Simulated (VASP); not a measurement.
A run of VASP 6.6.1 is set up as follows.

Contents of INCAR:

```
SYSTEM = SiNi3
PREC     = Accurate       ! precision mode
ENCUT    = 690            ! plane-wave cutoff, eV
EDIFF    = 1E-6           ! SCF threshold, eV
ISMEAR   = -1             ! smearing method
SIGMA    = 0.05           ! smearing width, eV
LREAL    = .FALSE.        ! projectors in reciprocal space
LASPH    = .TRUE.         ! aspherical terms in the spheres
NELM     = 200            ! most SCF steps
ALGO     = Normal         ! electronic algorithm
ISIF     = 2              ! what is computed and relaxed
LWAVE    = .FALSE.        ! write WAVECAR
LCHARG   = .FALSE.        ! write CHGCAR
ISPIN    = 2              ! spin polarisation
MAGMOM   = 1 -1 1 0       ! initial moments
LORBIT   = 11             ! projections on sites
LMAXMIX  = 4              ! l up to which the mixer works
GGA      = PS             ! functional
NBANDS   = 41             ! bands
GGA_COMPAT= .FALSE.
```

KPOINTS

```
regular mesh
0
G
  8 8 8
  0 0 0
```

Contents of POSCAR:

```
SiNi3
1.0
    3.5420000000      0.0000000000      0.0000000000
    0.0000000000      3.5420000000      0.0000000000
    0.0000000000      0.0000000000      3.5420000000
Ni Si
3 1
Direct
    0.5000000000      0.5000000000      0.0000000000
    0.5000000000      0.0000000000      0.5000000000
    0.0000000000      0.5000000000      0.5000000000
    0.0000000000      0.0000000000      0.0000000000
```

Potentials or basis: VASP PAW PBE potentials, release 64 (Ni_sv_GW, Si).

The run is started by

```bash
$ cat potpaw_PBE.64/Ni_sv_GW/POTCAR potpaw_PBE.64/Si/POTCAR > POTCAR
$ mpirun -np 1 vasp_std > vasp.out
```

(1) Predict the pressure.

(2) Predict the net moment.

Results:

(1) -14.9 GPa.

(2) 0.00 μB per cell.

Caveat: the cell stands under tension; the moments typed at the start vanished in this run; the PAW data sets were made with another functional, which shifts forces and pressure a little.
